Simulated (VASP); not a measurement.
# MgS (P1) in VASP: a series of runs

MgS is run at these levels: PBE; tasks: single point.

Everything below comes from runs of VASP 6.6.1. Logs are shortened: lines on timing, memory, paths and dates and some standing lists are left out, and cuts for length are marked.

**1. The cell of the first run**

The typed cell holds 4 atoms: a = 3.919 Å, b = 3.836 Å, c = 6.474 Å, α = 88.86°, β = 90.51°, γ = 119.93°.

**2. Single point, PBE (atoms moved at random and the cell strained at random)**

INCAR reads:

```
SYSTEM = MgS
PREC = Accurate
ENCUT = 520
EDIFF = 1E-6
ISMEAR = 0
SIGMA = 0.02
LREAL = .FALSE.
LASPH = .TRUE.
NELM = 100
ALGO = Normal
ISIF = 2
LWAVE = .FALSE.
LCHARG = .TRUE.
GGA = PE
LELF = .TRUE.
LVHAR = .TRUE.
NBANDS = 16
```

KPOINTS reads:

```
regular mesh
0
G
  6 6 4
  0 0 0
```

POSCAR reads:

```
MgS
1.0
    3.9192322060      0.0268705852     -0.0178330310
   -1.9363454936      3.3113967048      0.0391752959
   -0.0284307403      0.0557036676      6.4739754463
Mg S
2 2
Direct
    0.6737002632      0.3107923819      0.5059145221
    0.3041064126      0.6571591751      0.9818391307
    0.3202291293      0.6696803341      0.3608494689
    0.7019641949      0.3623681089      0.9013948782
```

Potentials or basis: VASP PAW PBE potentials, release 64 (Mg, S).

Command:

```bash
cat potpaw_PBE.64/Mg/POTCAR potpaw_PBE.64/S/POTCAR > POTCAR
mpirun -np 1 vasp_std > vasp.out
```

OUTCAR:

```text
SYSTEM = MgS
   PREC = Accurate
   ENCUT = 520
   EDIFF = 1E-6
   ISMEAR = 0
   LREAL = .FALSE.
   LASPH = .TRUE.
   NELM = 100
   ISIF = 2
   GGA = PE

 ion  position               nearest neighbor table
   1  0.674  0.311  0.506-   3 2.35   3 2.39   3 2.55   4 2.57
   2  0.304  0.657  0.982-   4 2.11   4 2.40   4 2.40   3 2.45
   3  0.320  0.670  0.361-   1 2.35   1 2.39   2 2.45   1 2.55
   4  0.702  0.362  0.901-   2 2.11   2 2.40   2 2.40   1 2.57

  LATTYP: Found a triclinic cell.
 ALAT       =     3.8361851768
 B/A-ratio  =     1.0121576548
 C/A-ratio  =     1.6876863895
 COS(alpha) =     0.0106509256
 COS(beta)  =     0.0198549730
 COS(gamma) =     0.4844240995

  Lattice vectors:

 A1 = (   1.9363454936,  -3.3113967048,  -0.0391752959)
 A2 = (  -1.9828867124,  -3.3382672900,  -0.0213422649)
 A3 = (   0.0284307403,  -0.0557036676,  -6.4739754463)

Analysis of symmetry for initial positions (statically):
=====================================================================
 Subroutine PRICEL returns:
 Original cell was already a primitive cell.

 Routine SETGRP: Setting up the symmetry group for a
 triclinic supercell.

 Subroutine GETGRP returns: Found  1 space group operations
 (whereof  1 operations were pure point group operations)
 out of a pool of  2 trial point group operations.

The static configuration has the point symmetry C_1 .

Analysis of symmetry for dynamics (positions and initial velocities):
=====================================================================
 Subroutine PRICEL returns:
 Original cell was already a primitive cell.

 Routine SETGRP: Setting up the symmetry group for a
 triclinic supercell.

 Subroutine GETGRP returns: Found  1 space group operations
 (whereof  1 operations were pure point group operations)
 out of a pool of  2 trial point group operations.

The dynamic configuration has the point symmetry C_1 .

 Subroutine INISYM returns: Found  1 space group operations
 (whereof  1 operations are pure point group operations),
 and found     1 'primitive' translations

----------------------------------------------------------------------------------------

                                     Primitive cell

  volume of cell :      84.3486

[... 86 lines left out ...]
   ISPIN  =      1    spin polarized calculation?
   LNONCOLLINEAR =      F non collinear calculations
   LSORBIT =      F    spin-orbit coupling
   LASPH  =      T    aspherical Exc in radial PAW
   ENCUT  =  520.0 eV  38.22 Ry    6.18 a.u.   7.29  7.13 12.04*2*pi/ulx,y,z
   NELM   =    100;   NELMIN=  2; NELMDL= -5     # of ELM steps
   EDIFF  = 0.1E-05   stopping-criterion for ELM
   LREAL  =      F    real-space projection
   EDIFFG = 0.1E-04   stopping-criterion for IOM
   NSW    =      0    number of steps for IOM
   IBRION =     -1    ionic relax: 0-MD 1-quasi-New 2-CG
   NFREE  =      0    steps in history (QN), initial steepest desc. (CG)
   ISIF   =      2    stress and relaxation
   ISYM   =      2    0-nonsym 1-usesym 2-fastsym
   POTIM  = 0.5000    time-step for ionic-motion
   TEBEG  =    0.0;   TEEND  =   0.0 temperature during run
   PSTRESS=    0.0 pullay stress
   NELECT =      16.0000    total number of electrons
   NUPDOWN=      -1.0000    fix difference up-down
   EMIN   =  10.00;   EMAX   =-10.00  energy-range for DOS
   EFERMI =   0.00;   METHOD = LEGACY
   ISMEAR =     0;   SIGMA  =   0.02  broadening in eV -4-tet -1-fermi 0-gaus
   EFERMI_NEDOS =   21; number of points for ismear=-14 and -15
   IALGO  =     38    algorithm
   IMIX   =      4    mixing-type and parameters
     AMIX     =   0.40;   BMIX     =  1.00
     AMIX_MAG =   1.60;   BMIX_MAG =  1.00
  volume/ion in A,a.u.               =      21.09       142.30
  Fermi-wavevector in a.u.,A,eV,Ry     =   0.940637  1.777547 12.038413  0.884798
  Thomas-Fermi vector in A             =   2.068069
   LORBIT       =      0    0 simple, 1 ext, 2 COOP (PROOUT), +10 PAW based schemes
   GGA     = PE    functional components
   LHFCALC =     F    Hartree Fock is set to
   AEXX    =    0.0000 exact exchange contribution
   IVDW    =     0    specifies the selected vdW correction
   LEPSILON=     F    determine dielectric tensor
   LRPA    =     F    only Hartree local field effects (RPA)
 non-spin polarized calculation
 Gauss-broadening in eV      SIGMA  =   0.02
  energy-cutoff  :      520.00
  volume of cell :       84.35
 maximum number of plane-waves:      2288
 NGX is ok and might be reduce to    30
   NGX = 15   NGY = 15   NGZ = 25

 number of electron      16.0000001 magnetization

 Free energy of the ion-electron system (eV)
  ---------------------------------------------------
  ext. energy  EPLUGINS =         0.00000000
  ---------------------------------------------------
  free energy    TOTEN  =       -16.26290354 eV

  energy without entropy =      -16.26290354  energy(sigma->0) =      -16.26290354

 E-fermi :   2.1134     XC(G=0):  -8.6734

 val. band max:        1.9659167437   @ k =   0.0000   0.0000   0.0000
 cond. band min:       5.2730524571   @ k =   0.0000   0.0000   0.0000
 fundamental gap:      3.3071357134
 Fermi energy:         2.1133654493

 k-point     1 :       0.0000    0.0000    0.0000
  band No.  band energies     occupation
      1     -10.1066      2.00000
      2      -9.1061      2.00000
      3      -1.8250      2.00000
      4       0.6697      2.00000
      5       1.1931      2.00000
      6       1.6006      2.00000
[... 433 lines left out ...]
      3      -1.9995      2.00000
      4      -1.2901      2.00000
      5       0.2473      2.00000
      6       0.5995      2.00000
[... 8 lines left out ...]
     15      11.6344      0.00000
     16      13.0830      0.00000

 [... further k-points ...]
[... 5 lines left out ...]
  --------------------------------------------------------------------------------------
  -------------------------------------------------------------------------------------
  Total        6.5281659      4.8802793      0.6911309      2.8692356      0.8796659      0.9104325
  in kB      124.0005999     92.6994764     13.1278282     54.5002900     16.7089955     17.2933980
  external PRESSURE =      76.6093015 kB  Pullay stress =       0.0000000 kB

 VOLUME and BASIS-vectors are now :
 -----------------------------------------------------------------------------
  energy-cutoff  :      520.00
  volume of cell :       84.35
      direct lattice vectors                 reciprocal lattice vectors
     3.919232206  0.026870585 -0.017833031     0.254132419  0.148606337 -0.000162612
    -1.936345494  3.311396705  0.039175296    -0.002074164  0.300805231 -0.002597311
    -0.028430740  0.055703668  6.473975446     0.000712577 -0.001410885  0.154479865

 POSITION                                       TOTAL-FORCE (eV/Angst)
 -----------------------------------------------------------------------------------
      2.02420      1.07544      3.27544        -0.469787      0.554656      0.041844
     -0.10854      2.23898      6.37672         2.517511      1.401141      1.188327
     -0.05194      2.24628      2.35665         0.498878     -0.478678      0.606204
      2.02386      1.26902      5.83729        -2.546602     -1.477119     -1.836375
 -----------------------------------------------------------------------------------
    total drift:                                0.000128     -0.000048     -0.000128

  FREE ENERGIE OF THE ION-ELECTRON SYSTEM (eV)
  ---------------------------------------------------
  free  energy   TOTEN  =       -16.2629035367 eV

  energy  without entropy=      -16.2629035367  energy(sigma->0) =      -16.26290354
```

Wall time 53 s (1 thread of Intel Xeon Platinum 8488C (Sapphire Rapids), shared host); peak memory 0.25 GiB.

Results:

| Quantity | Value |
| --- | --- |
| Free energy | -16.2629 eV |
| Pressure | 7.7 GPa |
| Largest force | 3.470 eV/Å |
| Band gap on the k mesh | 3.31 eV, direct |

Forces on the atoms (eV/Å):
```
Mg  -0.470  0.555  0.042
Mg   2.518  1.401  1.188
S    0.499 -0.479  0.606
S   -2.547 -1.477 -1.836
```

Caveat: the cell differs from its parent crystal (atoms moved at random and the cell strained at random); forces of over 1 eV/Å act on the atoms, so gaps and moduli don't describe the material at rest.

**3. Single point, PBE (atoms moved at random and the cell strained at random)**

INCAR reads:

```
PREC = Accurate
ENCUT = 520
EDIFF = 1E-6
ISMEAR = 0
SIGMA = 0.02
LREAL = F
LASPH = T
NELM = 80
ALGO = Normal
ISIF = 2
LWAVE = F
LCHARG = F
GGA = PE
NBANDS = 16
```

KPOINTS reads:

```
regular mesh
0
Gamma
  6 6 4
```

POSCAR reads:

```
MgS
1.0
    4.2382901459      0.0694761978     -0.0424038815
   -2.0589769207      3.6002289274     -0.0152064302
   -0.0676034118     -0.0670245054      6.5313515104
Mg S
2 2
Direct
    0.6642524056      0.3715522002      0.4879100595
    0.3343292014      0.6678801492      0.9433583037
    0.3229025973      0.6191062998      0.4057323664
    0.6785143646      0.3414584889      0.9129972704
```

Potentials or basis: VASP PAW PBE potentials, release 64 (Mg, S).

Command:

```bash
cat potpaw_PBE.64/Mg/POTCAR potpaw_PBE.64/S/POTCAR > POTCAR
mpirun -np 1 vasp_std > vasp.out
```

Wall time 53 s (1 thread of Intel Xeon Platinum 8488C (Sapphire Rapids), shared host); peak memory 0.28 GiB.

It converged, with:

| Item | Value |
| --- | --- |
| Free energy | -16.1924 eV |
| Pressure | -2.1 GPa |
| Largest force | 2.398 eV/Å |
| Band gap on the k mesh | 2.32 eV, direct |

Forces on the atoms (eV/Å):
```
Mg   1.918 -1.306  0.570
Mg   0.043  0.062  0.546
S   -1.939  1.342 -0.434
S   -0.022 -0.098 -0.681
```

Stress tensor (GPa, compression positive):
```
 2.05 -2.91  1.76
-2.91 -3.17 -0.34
 1.76 -0.34 -5.16
```

Levels at points of the mesh, in eV from the valence-band top:
```csv
k point,band 4,band 5,band 6,band 7,band 8,band 9,band 10,band 11,band 12,band 13
"(0.00, 0.00, 0.00)",-1.52,-1.30,-0.95,-0.42,0.00,2.32,3.56,6.35,6.66,7.07
"(0.50, 0.00, 0.00)",-2.81,-1.91,-1.72,-1.02,-0.80,4.07,4.55,5.26,7.02,7.35
"(0.00, 0.50, 0.00)",-2.47,-1.99,-1.97,-1.22,-0.69,3.81,4.21,4.91,6.97,7.25
"(0.50, 0.50, 0.00)",-2.94,-1.94,-1.74,-1.11,-0.85,3.78,4.59,5.49,6.92,7.10
"(0.00, 0.00, 0.50)",-1.71,-1.42,-1.23,-1.10,-0.43,3.66,3.98,6.33,6.46,6.56
"(0.50, 0.00, 0.50)",-3.26,-1.62,-1.11,-0.97,-0.70,3.92,4.13,5.29,5.61,7.95
"(0.00, 0.50, 0.50)",-2.89,-1.80,-1.49,-1.07,-0.86,4.07,4.24,5.23,5.56,7.89
"(0.50, 0.50, 0.50)",-3.35,-1.84,-1.04,-0.98,-0.70,3.73,4.04,5.38,5.54,8.09
```

Caveat: the cell differs from its parent crystal (atoms moved at random and the cell strained at random); forces of over 1 eV/Å act on the atoms, so gaps and moduli don't describe the material at rest.
